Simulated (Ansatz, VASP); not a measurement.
**One calculation of TiAl3, two programs**

INCAR

```
PREC = Accurate ; ENCUT = 520
EDIFF = 1E-6 ; ISMEAR = -1
SIGMA = 0.05 ; LREAL = F
LASPH = T ; NELM = 60
ALGO = Normal ; ISIF = 2
LWAVE = F ; LCHARG = F
GGA = CA ; NBANDS = 18
```

The input KPOINTS:

```
Automatic mesh
0
Gamma
  7 7 7
```

File POSCAR:

```
TiAl3
1.0
    3.9818685118      0.0000000000      0.0000000000
    0.0000000000      3.9818685118      0.0000000000
    0.0000000000      0.0000000000      3.9818685118
Ti Al
1 3
Direct
    0.0000000000      0.0000000000      0.0000000000
    0.0000000000      0.5000000000      0.5000000000
    0.5000000000      0.0000000000      0.5000000000
    0.5000000000      0.5000000000      0.0000000000
```

input.yaml

```yaml
crystal:
  lattice:
    - [3.9818685118, 0.0, 0.0]
    - [0.0, 3.9818685118, 0.0]
    - [0.0, 0.0, 3.9818685118]
  atoms:
    - { symbol: Ti, position: [0.0, 0.0, 0.0] }
    - { symbol: Al, position: [0.0, 0.5, 0.5] }
    - { symbol: Al, position: [0.5, 0.0, 0.5] }
    - { symbol: Al, position: [0.5, 0.5, 0.0] }
hamiltonian:
  xc: lda
  pseudopotentials: { kind: paw }
kpoints:
  mp_grid: { grid: [7, 7, 7] }
scf:
  occupations: { method: fermi_dirac, width: 0.05 }
output:
  forces: true
  stress: true
  eigenvalues: true
  write_density: true
  write_potential: true
  elf: true
  volumetric_format: npy
```

Alike in both runs: task single point; functional LDA; k mesh 7 × 7 × 7; occupations fermi-dirac, width 0.05 eV; no spin polarisation.

|  | VASP | Ansatz |
| --- | --- | --- |
| version | VASP 6.6.1 | Ansatz 0.2.0 |
| potentials or method | VASP PAW LDA potentials, release 64 (Ti_sv, Al) | Ansatz PAW |
| plane-wave cutoff (eV) | 520 | 420 |
| valence electrons in the cell | 21 | 21 |

|  | VASP | Ansatz | Ansatz less VASP |
| --- | --- | --- | --- |
| gap on the k mesh at the Fermi level (eV) | none | none | - |
| pressure (GPa) | -5.6 | -5.7 | -0.04 |

LDA's correlation is that of Perdew and Zunger in VASP and of Perdew and Wang (1992) in Ansatz. A gap of «none» marks a metal or a gap that the smearing closes.
